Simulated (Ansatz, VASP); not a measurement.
# Two plane-wave programs on Co

```xyz
2
Lattice="2.5792 0.0000 0.0000 -1.2896 2.2337 0.0000 0.0000 0.0000 3.7709" Properties=species:S:1:pos:R:3 pbc="T T T"
Co    0.0000    1.4891    0.9427
Co    1.2896    0.7446    2.8282
```

Change from the starting cell: strain +0.050 along x and y, -0.050 along z, atoms carried along.

Alike in both runs: task single point; functional PBEsol; k mesh 30 × 30 × 16; occupations gaussian, width 0.15 eV; collinear spin.

```csv
,VASP,Ansatz
version,VASP 6.6.1,Ansatz 0.2.0
potentials or method,"VASP PAW PBE potentials, release 64 (Co), cutoff 520 eV","scalar-relativistic, plane waves, PAW"
valence electrons in the cell,18,34
```

|  | VASP | Ansatz | Ansatz less VASP |
| --- | --- | --- | --- |
| gap on the k mesh at the Fermi level (eV) | none | none | - |
| pressure (GPa) | -8.5 | -7.9 | +0.58 |
| traceless stress, the component that is largest in VASP (GPa) | 17.18 | 17.86 | +0.678 |
| net moment per atom (μB) | 1.58 | 1.59 | +0.005 |
| size of the moment on the site where the two differ most (μB) | 1.59 | 1.66 | +0.061 |

VASP's potentials were made for PBE, not for PBEsol. Site moments also hang on the region over which each program counts them. A gap of «none» marks a metal or a gap that the smearing closes. VASP's potentials hold 18 valence electrons a cell and Ansatz's 34, so a difference there can come from the potentials and not from the codes.
